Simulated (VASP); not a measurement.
# Ni (Im-3m) in VASP: notebook

Runs on Ni. Level: PBEsol. Tasks: single point.

Program: VASP 6.6.1. These are calculated values, not measurements. Logs are shortened: lines on timing, memory, paths and dates and some standing lists are left out, and cuts for length are marked.

## Step 1: The cell of the first run

The structure is cubic, space group Im-3m (No. 229). The conventional cell has a = 2.641 Å, b = 2.641 Å, c = 2.641 Å, α = 90.00°, β = 90.00°, γ = 90.00°. Within 3.0 Å of Ni (site symmetry m-3m) lie 14 Ni at 2.29 to 2.64 Å.

## Step 2: Single point, PBEsol, collinear spin, ferromagnetic start (volume scaled by 0.88)

Contents of INCAR:

```
PREC = Accurate
ENCUT = 600
EDIFF = 1E-6
ISMEAR = -1
SIGMA = 0.05
LREAL = False
LASPH = True
NELM = 200
ALGO = Normal
ISIF = 2
LWAVE = False
LCHARG = True
ISPIN = 2
MAGMOM = 0.562
LORBIT = 11
LMAXMIX = 4
GGA = PS
LELF = True
LVHAR = True
NBANDS = 15
GGA_COMPAT = False
```

Contents of KPOINTS:

```
regular mesh
0
Gamma
  18 18 18
```

Contents of POSCAR:

```
Ni
1.0
   -1.3203568602      1.3203568602      1.3203568602
    1.3203568602     -1.3203568602      1.3203568602
    1.3203568602      1.3203568602     -1.3203568602
Ni
1
Direct
    0.0000000000      0.0000000000      0.0000000000
```

Potentials or basis: VASP PAW PBE potentials, release 64 (Ni).

Started as:

```bash
cat potpaw_PBE.64/Ni/POTCAR > POTCAR
mpirun -np 1 vasp_std > vasp.out
```

OUTCAR:

```text
PREC = Accurate
   ENCUT = 600
   EDIFF = 1E-6
   ISMEAR = -1
   LREAL = False
   LASPH = True
   NELM = 200
   ISIF = 2
   ISPIN = 2
   LORBIT = 11
   GGA = PS

 ion  position               nearest neighbor table
   1  0.000  0.000  0.000-

  LATTYP: Found a body centered cubic cell.
 ALAT       =     2.6407137204

  Lattice vectors:

 A1 = (  -1.3203568602,   1.3203568602,   1.3203568602)
 A2 = (   1.3203568602,  -1.3203568602,   1.3203568602)
 A3 = (   1.3203568602,   1.3203568602,  -1.3203568602)

Analysis of symmetry for initial positions (statically):
=====================================================================
 Subroutine PRICEL returns:
 Original cell was already a primitive cell.

 Routine SETGRP: Setting up the symmetry group for a
 body centered cubic supercell.

 Subroutine GETGRP returns: Found 48 space group operations
 (whereof 48 operations were pure point group operations)
 out of a pool of 48 trial point group operations.

The static configuration has the point symmetry O_h .

Analysis of symmetry for dynamics (positions and initial velocities):
=====================================================================
 Subroutine PRICEL returns:
 Original cell was already a primitive cell.

 Routine SETGRP: Setting up the symmetry group for a
 body centered cubic supercell.

 Subroutine GETGRP returns: Found 48 space group operations
 (whereof 48 operations were pure point group operations)
 out of a pool of 48 trial point group operations.

The dynamic configuration has the point symmetry O_h .

Analysis of structural, dynamic, and magnetic symmetry:
=====================================================================
 Subroutine PRICEL returns:
 Original cell was already a primitive cell.

 Routine SETGRP: Setting up the symmetry group for a
 body centered cubic supercell.

 Subroutine GETGRP returns: Found 48 space group operations
 (whereof 48 operations were pure point group operations)
 out of a pool of 48 trial point group operations.

The overall configuration has the point symmetry O_h .

 Subroutine INISYM returns: Found 48 space group operations
 (whereof 48 operations are pure point group operations),
 and found     1 'primitive' translations

----------------------------------------------------------------------------------------

                                     Primitive cell

  volume of cell :       9.2073

  direct lattice vectors                    reciprocal lattice vectors
    -1.320356860  1.320356860  1.320356860     0.000000000  0.378685502  0.378685502
     1.320356860 -1.320356860  1.320356860     0.378685502  0.000000000  0.378685502
     1.320356860  1.320356860 -1.320356860     0.378685502  0.378685502  0.000000000

  length of vectors
     2.286925166  2.286925166  2.286925166     0.535542172  0.535542172  0.535542172

  position of ions in fractional coordinates (direct lattice)
     0.000000000  0.000000000  0.000000000

  ion indices of the primitive-cell ions
   primitive index   ion index
                 1           1

----------------------------------------------------------------------------------------

 KPOINTS: regular mesh

Automatic generation of k-mesh.
 Grid dimensions read from file:
 generate k-points for:   18   18   18

 Generating k-lattice:

  Cartesian coordinates                     Fractional coordinates (reciprocal lattice)
     0.000000000  0.021038083  0.021038083     0.055555556  0.000000000  0.000000000
     0.021038083  0.000000000  0.021038083     0.000000000  0.055555556  0.000000000
     0.021038083  0.021038083  0.000000000     0.000000000  0.000000000  0.055555556

  Length of vectors
     0.029752343  0.029752343  0.029752343

  Shift w.r.t. Gamma in fractional coordinates (k-lattice)
     0.000000000  0.000000000  0.000000000

 Subroutine IBZKPT returns following result:
 ===========================================

 Found    195 irreducible k-points:

 Following reciprocal coordinates:
            Coordinates               Weight
  0.000000  0.000000  0.000000      1.000000
  0.055556  0.000000  0.000000     12.000000
  0.111111  0.000000  0.000000     12.000000
  0.166667  0.000000  0.000000     12.000000
  0.222222  0.000000  0.000000     12.000000
  0.277778  0.000000  0.000000     12.000000
[... 16 lines left out ...]
  0.333333  0.111111  0.000000     48.000000
  0.388889  0.111111  0.000000     48.000000
 [... further k-points ...]
   k-points           NKPTS =    195   k-points in BZ     NKDIM =    195   number of bands    NBANDS=     15
   number of dos      NEDOS =    301   number of ions     NIONS =      1
   total plane-waves  NPLWV =   5832
   dimension x,y,z NGX =    18 NGY =   18 NGZ =   18
   dimension x,y,z NGXF=    36 NGYF=   36 NGZF=   36
   ions per type =               1
   NGX,Y,Z   is equivalent  to a cutoff of  13.08, 13.08, 13.08 a.u.
   NGXF,Y,Z  is equivalent  to a cutoff of  26.17, 26.17, 26.17 a.u.
 SYSTEM =  unknown system
   PREC   = accura    normal or accurate (medium, high low for compatibility)
   ISTART =      0    job   : 0-new  1-cont  2-samecut
   ICHARG =      2    charge: 1-file 2-atom 10-const
   ISPIN  =      2    spin polarized calculation?
   LNONCOLLINEAR =      F non collinear calculations
   LSORBIT =      F    spin-orbit coupling
   LASPH  =      T    aspherical Exc in radial PAW
   ENCUT  =  600.0 eV  44.10 Ry    6.64 a.u.   4.57  4.57  4.57*2*pi/ulx,y,z
   NELM   =    200;   NELMIN=  2; NELMDL= -5     # of ELM steps
   EDIFF  = 0.1E-05   stopping-criterion for ELM
   LREAL  =      F    real-space projection
   EDIFFG = 0.1E-04   stopping-criterion for IOM
   NSW    =      0    number of steps for IOM
   IBRION =     -1    ionic relax: 0-MD 1-quasi-New 2-CG
   NFREE  =      0    steps in history (QN), initial steepest desc. (CG)
   ISIF   =      2    stress and relaxation
   ISYM   =      2    0-nonsym 1-usesym 2-fastsym
   POTIM  = 0.5000    time-step for ionic-motion
   TEBEG  =    0.0;   TEEND  =   0.0 temperature during run
   PSTRESS=    0.0 pullay stress
   NELECT =      10.0000    total number of electrons
   NUPDOWN=      -1.0000    fix difference up-down
   EMIN   =  10.00;   EMAX   =-10.00  energy-range for DOS
   EFERMI =   0.00;   METHOD = LEGACY
   ISMEAR =    -1;   SIGMA  =   0.05  broadening in eV -4-tet -1-fermi 0-gaus
   EFERMI_NEDOS =   21; number of points for ismear=-14 and -15
   IALGO  =     38    algorithm
   IMIX   =      4    mixing-type and parameters
     AMIX     =   0.40;   BMIX     =  1.00
     AMIX_MAG =   1.60;   BMIX_MAG =  1.00
  volume/ion in A,a.u.               =       9.21        62.13
  Fermi-wavevector in a.u.,A,eV,Ry     =   1.682791  3.180014 38.528780  2.831785
  Thomas-Fermi vector in A             =   2.766107
   LORBIT       =     11    0 simple, 1 ext, 2 COOP (PROOUT), +10 PAW based schemes
   GGA     = PS    functional components
   LHFCALC =     F    Hartree Fock is set to
   AEXX    =    0.0000 exact exchange contribution
   IVDW    =     0    specifies the selected vdW correction
   LEPSILON=     F    determine dielectric tensor
   LRPA    =     F    only Hartree local field effects (RPA)
 spin polarized calculation
  energy-cutoff  :      600.00
  volume of cell :        9.21
 maximum number of plane-waves:       321
   NGX =  9   NGY =  9   NGZ =  9

 number of electron      10.0000000 magnetization       0.5620000

 number of electron       9.9999989 magnetization       0.0012808

 number of electron       9.9999989 magnetization      -0.0003885

 Free energy of the ion-electron system (eV)
  ---------------------------------------------------
  ext. energy  EPLUGINS =         0.00000000
  ---------------------------------------------------
  free energy    TOTEN  =        -5.91496738 eV

  energy without entropy =       -5.90279632  energy(sigma->0) =       -5.90888185

 E-fermi :  11.5852     XC(G=0): -14.4536

 val. band max:       11.5785871553   @ k =  -0.4444   0.5000   0.3889
 cond. band min:      11.5928729998   @ k =  -0.3889   0.3889   0.1667
 fundamental gap:      0.0142858444
 Fermi energy:        11.5852184642

 spin component 1

 k-point     1 :       0.0000    0.0000    0.0000
  band No.  band energies     occupation
      1       1.4824      1.00000
      2       9.1586      1.00000
      3       9.1586      1.00000
      4       9.1586      1.00000
      5      10.8693      1.00000
      6      10.8693      1.00000
      7      39.7614      0.00000
      8      39.7614      0.00000
      9      39.7614      0.00000
     10      45.9264      0.00000
     11      45.9264      0.00000
     12      48.7308      0.00000
     13      48.7318      0.00000
     14      48.7468      0.00000
     15      48.7468      0.00000
[... 397 lines left out ...]
 k-point    24 :       0.3889    0.1111    0.0000
  band No.  band energies     occupation
      1       6.3823      1.00000
      2       8.0106      1.00000
      3       9.8168      1.00000
      4      10.7753      1.00000
      5      11.3314      0.99380
      6      13.3384      0.00000
      7      20.5642      0.00000
      8      29.7250      0.00000
      9      33.5513      0.00000
     10      39.7798      0.00000
     11      45.4675      0.00000
     12      48.5759      0.00000
     13      55.3732      0.00000
     14      57.5630      0.00000
     15      59.9165      0.00000

 [... further k-points ...]

 spin component 2

 k-point     1 :       0.0000    0.0000    0.0000
  band No.  band energies     occupation
      1       1.4823      1.00000
      2       9.1582      1.00000
      3       9.1582      1.00000
      4       9.1582      1.00000
      5      10.8690      1.00000
      6      10.8690      1.00000
      7      39.7614      0.00000
      8      39.7614      0.00000
      9      39.7614      0.00000
     10      45.9265      0.00000
     11      45.9265      0.00000
     12      48.7307      0.00000
     13      48.7467      0.00000
     14      48.7467      0.00000
     15      48.7467      0.00000
[... 397 lines left out ...]
 k-point    24 :       0.3889    0.1111    0.0000
  band No.  band energies     occupation
      1       6.3820      1.00000
      2       8.0102      1.00000
      3       9.8166      1.00000
      4      10.7749      1.00000
      5      11.3310      0.99384
      6      13.3381      0.00000
      7      20.5640      0.00000
      8      29.7250      0.00000
      9      33.5512      0.00000
     10      39.7797      0.00000
     11      45.4674      0.00000
     12      48.5759      0.00000
     13      55.3731      0.00000
     14      57.5623      0.00000
     15      59.9162      0.00000

 [... further k-points ...]
[... 5 lines left out ...]
  --------------------------------------------------------------------------------------
  -------------------------------------------------------------------------------------
  Total        2.0898743      2.0898743      2.0898743      0.0000000     -0.0000000      0.0000000
  in kB      363.6610424    363.6610424    363.6610424      0.0000000     -0.0000000      0.0000000
  external PRESSURE =     363.6610424 kB  Pullay stress =       0.0000000 kB

 VOLUME and BASIS-vectors are now :
 -----------------------------------------------------------------------------
  energy-cutoff  :      600.00
  volume of cell :        9.21
      direct lattice vectors                 reciprocal lattice vectors
    -1.320356860  1.320356860  1.320356860     0.000000000  0.378685502  0.378685502
     1.320356860 -1.320356860  1.320356860     0.378685502  0.000000000  0.378685502
     1.320356860  1.320356860 -1.320356860     0.378685502  0.378685502  0.000000000

 POSITION                                       TOTAL-FORCE (eV/Angst)
 -----------------------------------------------------------------------------------
      0.00000      0.00000      0.00000        -0.000000      0.000000      0.000000
 -----------------------------------------------------------------------------------
    total drift:                                0.000000      0.000000      0.000000

  FREE ENERGIE OF THE ION-ELECTRON SYSTEM (eV)
  ---------------------------------------------------
  free  energy   TOTEN  =        -5.9149673800 eV

  energy  without entropy=       -5.9027963213  energy(sigma->0) =       -5.90888185

 total charge

# of ion       s       p       d       tot
------------------------------------------
    1        0.572   0.662   8.437   9.670

 magnetization (x)

# of ion       s       p       d       tot
------------------------------------------
    1        0.000   0.000  -0.000  -0.000
```

Run time: 42 s. Hardware: 1 thread of Intel Xeon Platinum 8559C (Emerald Rapids), shared host; peak memory 0.16 GiB.

What came out:

```
Free energy                                           : -5.9150 eV
Pressure                                              : 36.4 GPa
Band gap on the k mesh                                : zero (filled and empty bands overlap)
Net moment                                            : 0.00 μB per cell
Valence electrons inside the program's atomic spheres : Ni 9.67
```

Caveat: the PAW data sets were made with another functional, which shifts forces and pressure a little.

(Part 1 of 2 ends here.)
